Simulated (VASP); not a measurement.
Here is a VASP 6.6.1 calculation.

Contents of INCAR:

```
ALGO = Normal ; EDIFF = 1E-6
ENCUT = 520 ; GGA = PE
ISIF = 2 ; ISMEAR = 0
LASPH = T ; LCHARG = T
LELF = T ; LREAL = F
LVHAR = T ; LWAVE = F
NBANDS = 11 ; NELM = 60
PREC = Accurate ; SIGMA = 0.02
```

The input KPOINTS:

```
k-points
0
Gamma
  10 10 10
```

The input POSCAR:

```
AlN
1.0
    0.0000000000      2.0927865955      2.0927865955
    2.0927865955      0.0000000000      2.0927865955
    2.0927865955      2.0927865955      0.0000000000
Al N
1 1
Direct
    0.5000000000      0.5000000000      0.5000000000
    0.0000000000      0.0000000000      0.0000000000
```

Potentials or basis: VASP PAW PBE potentials, release 64 (Al, N).

Launch:

```console
$ cat potpaw_PBE.64/Al/POTCAR potpaw_PBE.64/N/POTCAR > POTCAR
$ mpirun -np 1 vasp_std > vasp.out
```

Problem. What does it give for the pressure?

Solution. -18.0 GPa.

Problem. What does it give for the band gap on the k mesh?

Solution. 3.65 eV, indirect (least direct gap 4.26 eV).

Caveat: the cell differs from its parent crystal (strained). A k mesh can miss the band edges.
